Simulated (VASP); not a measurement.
CdS, 2 atoms in the cell. Symmetry: F-43m, No. 216, cubic system. Conventional cell: a = 6.007 Å, b = 6.007 Å, c = 6.007 Å, α = 90.00°, β = 90.00°, γ = 90.00°. Within 3.4 Å of Cd (site symmetry -43m) lie 4 S at 2.60 Å. Within 3.4 Å of S (site symmetry -43m) lie 4 Cd at 2.60 Å. 

```yaml
Program: VASP 6.6.1
Task: single point
Functional: RPBE
Potentials_or_basis: VASP PAW PBE potentials, release 64 (Cd, S)
Cutoff: 520 eV
k_mesh: 8 × 8 × 8
Occupations: gaussian, width 0.02 eV
Spin: no spin polarisation
Dipole_correction: no
Further_INCAR_settings: ALGO = Normal; EDIFF = 1e-06; NBANDS = 16
```

Potentials or basis: VASP PAW PBE potentials, release 64 (Cd, S).

Run with:

```console
$ cat potpaw_PBE.64/Cd/POTCAR potpaw_PBE.64/S/POTCAR > POTCAR
$ mpirun -np 1 vasp_std > vasp.out
```

Hardware: 1 thread of Intel(R) Xeon(R) Platinum 8559C (Emerald Rapids), with other jobs on the host.

Estimate the wall time of this run.

It took 16 s on 1 thread of Intel(R) Xeon(R) Platinum 8559C (Emerald Rapids), on a shared host, peak memory 0.18 GiB. Counts: scf iterations 14, k points 29.
